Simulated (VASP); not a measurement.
# CsSnI3 (P4/mmm) in VASP: notebook, part 2 of 2

VASP 6.6.1. Earlier steps stand in the parts before.

**5. Single point, HSE06 (epitaxial xy strain +1.0%)**

The input, POSCAR:

```
CsSnI3
1.0
    6.3039056119      0.0000000000      0.0000000000
    0.0000000000      6.3039056119      0.0000000000
    0.0000000000      0.0000000000      6.2272297984
Cs Sn I
1 1 3
Direct
    0.0000000000      0.0000000000      0.0000000000
    0.5000000000      0.5000000000      0.5000000000
    0.5000000000      0.5000000000      0.0000000000
    0.5000000000      0.0000000000      0.5000000000
    0.0000000000      0.5000000000      0.5000000000
```

The input, INCAR.step1:

```
SYSTEM = CsSnI3
PREC = Accurate ; ENCUT = 520
EDIFF = 1E-5 ; ISMEAR = 0
SIGMA = 0.01 ; LREAL = .FALSE.
LASPH = .TRUE. ; NELM = 80
ALGO = Normal ; ISIF = 2
LWAVE = .TRUE. ; LCHARG = .FALSE.
GGA = PE ; NBANDS = 30
```

The input, INCAR.step2:

```
SYSTEM = CsSnI3
PREC = Accurate ; ENCUT = 520
EDIFF = 1E-6 ; ISMEAR = 0
SIGMA = 0.01 ; LREAL = .FALSE.
LASPH = .TRUE. ; NELM = 80
ALGO = Normal ; ISIF = 2
LWAVE = .FALSE. ; LCHARG = .FALSE.
GGA = PE ; LHFCALC = .TRUE.
HFSCREEN = 0.2079 ; PRECFOCK = Fast
ISTART = 1 ; NBANDS = 30
```

The input, KPOINTS:

```
Automatic mesh
0
G
  2 2 2
  0 0 0
```

The run is started by

```sh
> cat potpaw_PBE.64/Cs_sv/POTCAR potpaw_PBE.64/Sn_d/POTCAR potpaw_PBE.64/I/POTCAR > POTCAR
> cp INCAR.step1 INCAR
> mpirun -np 1 vasp_std > vasp.out
> cp INCAR.step2 INCAR
> mpirun -np 1 vasp_std > vasp.out
```

Run time: 6.6 min. Hardware: 1 thread of Intel Xeon Platinum 8259CL at 2.50GHz (Skylake/Cascade Lake), shared host; peak memory 0.47 GiB.

It converged, with:

```yaml
Free_energy: -15.8261 eV
Pressure: 1.0 GPa
Band_gap_on_the_k_mesh: 0.90 eV
```

Stress tensor (GPa, compression positive):
```
0.85 0.00 0.00
0.00 0.85 0.00
0.00 0.00 1.33
```

Levels at points of the mesh, in eV from the valence-band top:
| k point | band 20 | band 21 | band 22 | band 23 | band 24 | band 25 |
| --- | --- | --- | --- | --- | --- | --- |
| (0.00, 0.00, 0.00) | -2.24 | -2.23 | -2.23 | 3.02 | 4.01 | 4.04 |
| (0.50, 0.00, 0.00) | -2.35 | -2.35 | -1.65 | 1.70 | 4.55 | 4.75 |
| (0.50, 0.50, 0.00) | -2.61 | -1.82 | -0.85 | 1.38 | 1.38 | 4.86 |
| (0.00, 0.00, 0.50) | -2.35 | -2.35 | -1.57 | 1.72 | 4.61 | 4.76 |
| (0.50, 0.00, 0.50) | -2.62 | -1.80 | -0.77 | 1.34 | 1.40 | 4.62 |
| (0.50, 0.50, 0.50) | -1.78 | -1.78 | 0.00 | 0.90 | 0.90 | 0.98 |

Caveat: the k points lie up to 0.50 Å⁻¹ apart; the cell differs from its parent crystal (epitaxial xy strain +1.0%); the PAW data sets were made with another functional, which shifts forces and pressure a little; spin-orbit coupling is left out, which moves the levels of the heavy elements. A k mesh can miss the band edges.

**6. Single point, HSE06 (epitaxial xy strain +2.0%)**

Changes to POSCAR since step 5:

```diff
@@ -2,5 +2,5 @@
 1.0
-    6.3039056119      0.0000000000      0.0000000000
-    0.0000000000      6.3039056119      0.0000000000
-    0.0000000000      0.0000000000      6.2272297984
+    6.3663205189      0.0000000000      0.0000000000
+    0.0000000000      6.3663205189      0.0000000000
+    0.0000000000      0.0000000000      6.2115700546
 Cs Sn I
```

The input, INCAR.step1:

```
  PREC = Accurate
  ENCUT = 520
  EDIFF = 1E-5
  ISMEAR = 0
  SIGMA = 0.01
  LREAL = F
  LASPH = T
  NELM = 80
  ALGO = Normal
  ISIF = 2
  LWAVE = T
  LCHARG = F
  NBANDS = 30
  GGA = PE
```

The input, INCAR.step2:

```
  PREC = Accurate
  ENCUT = 520
  EDIFF = 1E-7
  ISMEAR = 0
  SIGMA = 0.01
  LREAL = F
  LASPH = T
  NELM = 80
  ALGO = Normal
  ISIF = 2
  LWAVE = F
  LCHARG = F
  GGA = PE
  LHFCALC = T
  HFSCREEN = 0.2079
  PRECFOCK = Fast
  NBANDS = 30
  ISTART = 1
```

The input, KPOINTS:

```
regular mesh
0
Gamma
  2 2 2
```

Potentials or basis: VASP PAW PBE potentials, release 64 (Cs_sv, Sn_d, I).

The run is started by

```sh
> cat potpaw_PBE.64/Cs_sv/POTCAR potpaw_PBE.64/Sn_d/POTCAR potpaw_PBE.64/I/POTCAR > POTCAR
> cp INCAR.step1 INCAR
> mpirun -np 1 vasp_std > vasp.out
> cp INCAR.step2 INCAR
> mpirun -np 1 vasp_std > vasp.out
```

Wall time 10 min (1 thread of Intel Xeon Platinum 8259CL at 2.50GHz (Skylake/Cascade Lake), shared host); peak memory 0.47 GiB.

The run converged. Its results:

```
Free energy            : -15.8400 eV
Pressure               : 0.7 GPa
Band gap on the k mesh : 0.94 eV
```

Stress tensor (GPa, compression positive):
```
0.39 0.00 0.00
0.00 0.39 0.00
0.00 0.00 1.31
```

Levels at points of the mesh, in eV from the valence-band top:
| k point | band 20 | band 21 | band 22 | band 23 | band 24 | band 25 |
| --- | --- | --- | --- | --- | --- | --- |
| (0.00, 0.00, 0.00) | -2.14 | -2.12 | -2.12 | 3.10 | 4.11 | 4.17 |
| (0.50, 0.00, 0.00) | -2.25 | -2.23 | -1.62 | 1.75 | 4.59 | 4.82 |
| (0.50, 0.50, 0.00) | -2.50 | -1.74 | -0.87 | 1.44 | 1.44 | 5.02 |
| (0.00, 0.00, 0.50) | -2.25 | -2.25 | -1.46 | 1.79 | 4.69 | 4.83 |
| (0.50, 0.00, 0.50) | -2.51 | -1.70 | -0.71 | 1.36 | 1.49 | 4.54 |
| (0.50, 0.50, 0.50) | -1.69 | -1.69 | 0.00 | 0.94 | 0.94 | 1.10 |

Caveat: the k points lie up to 0.51 Å⁻¹ apart; the cell differs from its parent crystal (epitaxial xy strain +2.0%); the PAW data sets were made with another functional, which shifts forces and pressure a little; spin-orbit coupling is left out, which moves the levels of the heavy elements. A k mesh can miss the band edges.

**7. Overview**

| level | cell | k mesh | smearing | grid for exact exchange (PRECFOCK) | share of exact exchange | screening parameter | gap on the mesh (eV) | pressure (GPa) |
| --- | --- | --- | --- | --- | --- | --- | --- | --- |
| r2SCAN | a = 6.366, b = 6.366, c = 6.212 Å, 5 atoms | 4 × 4 × 4 | gaussian 0.01 eV | - | - | - | 0.60 | -0.5 |
| r2SCAN | a = 6.429, b = 6.429, c = 6.196 Å, 5 atoms | 4 × 4 × 4 | gaussian 0.01 eV | - | - | - | 0.64 | -0.8 |
| HSE06 | a = 6.054, b = 6.054, c = 6.292 Å, 5 atoms | 2 × 2 × 2 | fermi-dirac 0.02 eV | Fast | 0.25 | 0.2079 1/Å | 0.39 | 2.7 |
| HSE06 | a = 6.304, b = 6.304, c = 6.227 Å, 5 atoms | 2 × 2 × 2 | gaussian 0.01 eV | Fast | 0.25 | 0.2079 1/Å | 0.90 | 1.0 |
| HSE06 | a = 6.366, b = 6.366, c = 6.212 Å, 5 atoms | 2 × 2 × 2 | gaussian 0.01 eV | Fast | 0.25 | 0.2079 1/Å | 0.94 | 0.7 |

Alike in all rows: task single point; potentials or basis VASP PAW PBE potentials, release 64 (Cs_sv, Sn_d, I); no spin polarisation; cutoff (eV) 520.

Caveats: some runs use coarse meshes; the PAW data sets were made with another functional, which shifts forces and pressure a little; spin-orbit coupling is left out, which moves the levels of the heavy elements.

Total energies depend on the potentials used, so only differences within one code and one set of settings carry meaning.
